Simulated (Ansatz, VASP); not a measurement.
# Two plane-wave programs on In

Contents of INCAR:

```
SYSTEM = In
PREC = Accurate
ENCUT = 520
EDIFF = 1E-7
ISMEAR = 0
SIGMA = 0.1
LREAL = .FALSE.
LASPH = .TRUE.
NELM = 80
ALGO = Fast
ISIF = 2
LWAVE = .FALSE.
LCHARG = .FALSE.
GGA = PE
NBANDS = 62
```

The input KPOINTS:

```
Automatic mesh
0
G
  3 3 4
  0 0 0
```

POSCAR

```
In
1.0
    8.4940681200      0.0000000000      0.0000000000
   -4.2470340600      7.3560787800      0.0000000000
    0.0000000000      0.0000000000      3.8710349200
In
8
Direct
    0.8099998000      0.1900002000      0.5000000000
    0.8099998000      0.6199996000      0.5000000000
    0.3800004000      0.1900002000      0.5000000000
    0.1900002000      0.8099998000      0.5000000000
    0.1900002000      0.3800004000      0.5000000000
    0.6199996000      0.8099998000      0.5000000000
    0.3333333300      0.6666666700      0.0000000000
    0.6666666700      0.3333333300      0.0000000000
```

Input for Ansatz:

```yaml
crystal:
  lattice:
    - [8.49406812, 0.0, 0.0]
    - [-4.24703406, 7.35607878, 0.0]
    - [0.0, 0.0, 3.87103492]
  atoms:
    - { symbol: In, position: [0.8099998, 0.1900002, 0.5] }
    - { symbol: In, position: [0.8099998, 0.6199996, 0.5] }
    - { symbol: In, position: [0.3800004, 0.1900002, 0.5] }
    - { symbol: In, position: [0.1900002, 0.8099998, 0.5] }
    - { symbol: In, position: [0.1900002, 0.3800004, 0.5] }
    - { symbol: In, position: [0.6199996, 0.8099998, 0.5] }
    - { symbol: In, position: [0.33333333, 0.66666667, 0.0] }
    - { symbol: In, position: [0.66666667, 0.33333333, 0.0] }
basis:
  ecutwfc: 420
kpoints:
  mp_grid: { grid: [3, 3, 4] }
hamiltonian:
  xc: pbe
scf:
  occupations: { method: gaussian, width: 0.1 }
  lower_state_search: "off"
output:
  forces: true
  stress: true
  eigenvalues: true
```

Alike in both runs: task single point; functional PBE; k mesh 3 × 3 × 4; occupations gaussian, width 0.1 eV; no spin polarisation.

|  | VASP | Ansatz |
| --- | --- | --- |
| version | VASP 6.6.1 | Ansatz 0.2.0 |
| potentials or method | VASP PAW PBE potentials, release 64 (In_d), cutoff 520 eV | scalar-relativistic, plane waves, PAW |
| valence electrons in the cell | 104 | 104 |

|  | VASP | Ansatz | Ansatz less VASP |
| --- | --- | --- | --- |
| gap on the k mesh at the Fermi level (eV) | none | none | - |
| pressure (GPa) | 5.4 | 5.4 | +0.02 |
| traceless stress, the component that is largest in VASP (GPa) | -2.04 | -2.05 | -0.002 |
| rms of the force components (eV/Å) | 0.087 | 0.085 | -0.0012 |

Atom by atom the forces differ by 0.001 eV/Å (rms over components). A gap of «none» marks a metal or a gap that the smearing closes. With one functional, cell and mesh, what is left measures potentials, basis and numerics.

The k mesh is coarse, so the values compare programs but aren't converged.
